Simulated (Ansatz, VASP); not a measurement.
**CdS: VASP beside Ansatz**

```
Cd S
1.0
     4.15456    0.00000    0.00000
    -2.07728    3.59796    0.00000
     0.00000    0.00000    6.75894
Cd S
2 2
Direct
  0.33333 0.66667 0.99920
  0.66667 0.33333 0.49920
  0.33333 0.66667 0.37580
  0.66667 0.33333 0.87580
```

Alike in both runs: task single point; functional PBE; k mesh 6 × 6 × 4; no spin polarisation.

```csv
,VASP,Ansatz
version,VASP 6.6.1,Ansatz 0.2.0
potentials or method,"VASP PAW PBE potentials, release 64 (Cd, S)","plane waves, PAW"
plane-wave cutoff (eV),520,420
occupations,"gaussian, width 0.01 eV",fixed
valence electrons in the cell,36,52
```

Ansatz gave:

| Quantity | Value |
| --- | --- |
| gap on the k mesh at the Fermi level (eV) | 1.18 |
| pressure (GPa) | 1.7 |

**Question.** What did VASP give for the same quantities?

**Answer.** gap on the k mesh at the Fermi level (eV): 1.19; pressure (GPa): 2.1.

VASP's potentials hold 36 valence electrons a cell and Ansatz's 52, so a difference there can come from the potentials and not from the codes.
